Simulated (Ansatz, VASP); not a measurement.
## KCl: VASP beside Ansatz

```
K Cl
1.0
     0.00000    2.99040    3.15610
     3.32180    0.00000    3.15610
     3.32180    2.99040    0.00000
K Cl
1 1
Direct
  0.00000 0.00000 0.00000
  0.50000 0.50000 0.50000
```

Change from the starting cell: strain +0.0525 x Voigt [1, -1, 0, 0, 0, 0], atoms carried along.

Alike in both runs: task single point; functional r2SCAN; k mesh 6 × 6 × 6; occupations gaussian, width 0.05 eV; no spin polarisation.

```csv
,VASP,Ansatz
version,VASP 6.6.1,Ansatz 0.2.0
potentials or method,"VASP PAW PBE potentials, release 64 (K_sv, Cl), cutoff 550 eV","scalar-relativistic, plane waves, PAW"
valence electrons in the cell,16,16
```

```csv
,VASP,Ansatz,Ansatz less VASP
gap on the k mesh at the Fermi level (eV),5.72,5.72,-0.004
least direct gap on the mesh (eV),5.72,5.72,-0.004
pressure (GPa),0.4,0.4,0.00
"traceless stress, the component that is largest in VASP (GPa)",2.41,2.38,-0.032
```

VASP's potentials were made for PBE, not for r2SCAN.
